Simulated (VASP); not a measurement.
**Ge: single point with PBE**

Ge, a sheet with vacuum:

```
Ge
1.0
     5.33911    0.00000    0.00000
    -2.66955    4.62380    0.00000
     0.00000    0.00000   24.46308
Ge
4
Direct
  0.50000 0.00000 0.29793
  0.00000 0.50000 0.29793
  0.50000 0.50000 0.29793
  0.00000 0.00000 0.34611
```

The cell was built from a structure type or drawn by symmetry, and may not be a known phase.

```yaml
Program: VASP 6.6.1
Task: single point
Functional: PBE
Potentials_or_basis: VASP PAW PBE potentials, release 64 (Ge_d)
Cutoff: 520 eV
k_mesh: 12 × 12 × 1
Occupations: gaussian, width 0.1 eV
Spin: no spin polarisation
```

The largest force is 0.109 eV/Å and the band gap on the k mesh is zero (bands 28 and 29 overlap by 1.16 eV).

Forces in eV/Å, atoms in the order of the input:
```
Ge   0.000  0.000  0.036
Ge   0.000  0.000  0.036
Ge   0.000  0.000  0.036
Ge   0.000  0.000 -0.109
```

Levels at points of the mesh, in eV from the Fermi level:
| k point | band 25 | band 26 | band 27 | band 28 | band 29 | band 30 | band 31 | band 32 |
| --- | --- | --- | --- | --- | --- | --- | --- | --- |
| (0.00, 0.00, 0.00) | -4.78 | -3.74 | -3.74 | -2.02 | 0.10 | 2.13 | 2.13 | 2.84 |
| (0.50, 0.00, 0.00) | -2.69 | -2.20 | -0.40 | 0.06 | 0.91 | 1.24 | 1.47 | 1.76 |

Run time: 6.4 min on 1 thread of Intel(R) Xeon(R) 6975P-C (Granite Rapids), on a shared host, peak memory 0.75 GiB.
